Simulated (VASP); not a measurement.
ZrB: relaxation of cell and atoms with RPBE+D3(BJ)

The system is ZrB.

```
Zr B
1.0
     0.00000    2.32500    2.32500
     2.32500    0.00000    2.32500
     2.32500    2.32500    0.00000
Zr B
1 1
Direct
  0.00000 0.00000 0.00000
  0.50000 0.50000 0.50000
```

- Program: VASP 6.6.1
- Task: relaxation of cell and atoms
- Functional: RPBE
- Dispersion: D3(BJ)
- Potentials or basis: VASP PAW PBE potentials, release 64 (Zr_sv, B)
- Cutoff: 600 eV
- k mesh: 10 × 10 × 10
- Occupations: fermi-dirac, width 0.05 eV
- Spin: no spin polarisation
- Dipole correction: no
- Further INCAR settings: ALGO = Normal; EDIFF = 1e-07; IBRION = 2; EDIFFG = -0.01; NSW = 60; ISIF = 3

The relaxed volume is 12.53 Å³/atom, the relaxed cell is a = 3.284 Å, b = 3.284 Å, c = 3.284 Å, α = 60.00°, β = 60.00°, γ = 60.00° and the space group after relaxing (to 0.05 Å) is Fm-3m (No. 225). The energy gained by relaxing is 0.1 meV/atom. The ionic steps are 3 and the pressure after relaxing is 0.0 GPa. The dispersion energy per atom is -2.685 eV.

The path:
| step | energy change (eV) | largest force (eV/Å) | pressure (GPa) | volume (Å³) |
| --- | --- | --- | --- | --- |
| 1 | 0.0000 | 0.0000 | -0.73 | 25.14 |
| 2 | 0.0003 | 0.0000 | 1.18 | 24.93 |
| 3 | -0.0002 | 0.0000 | 0.01 | 25.05 |

Final structure:
```
CELL_PARAMETERS angstrom
0.00000 2.32248 2.32248
2.32248 0.00000 2.32248
2.32248 2.32248 0.00000
ATOMIC_POSITIONS crystal
Zr 0.00000 0.00000 0.00000
B 0.50000 0.50000 0.50000
```

Levels at points of the mesh, in eV from the Fermi level:
```
           k point  band 4  band 5  band 6  band 7  band 8  band 9  band 10  band 11
(0.00, 0.00, 0.00)  -24.51   -8.37    1.94    1.94    1.94    3.71     3.71     3.84
(0.50, 0.00, 0.00)  -24.61   -4.20   -3.65   -1.41   -1.41    5.81     5.81     7.43
(0.50, 0.50, 0.00)  -24.85   -6.55   -1.12   -0.30    2.56    2.56     5.49     6.98
```

It took 38 s on 1 thread of Intel Xeon 6975P-C (shared host), peak memory 0.18 GiB.

Caveat: the PAW data sets were made with another functional, which shifts forces and pressure a little; pairwise dispersion overbinds metals, which lowers pressure and volume.
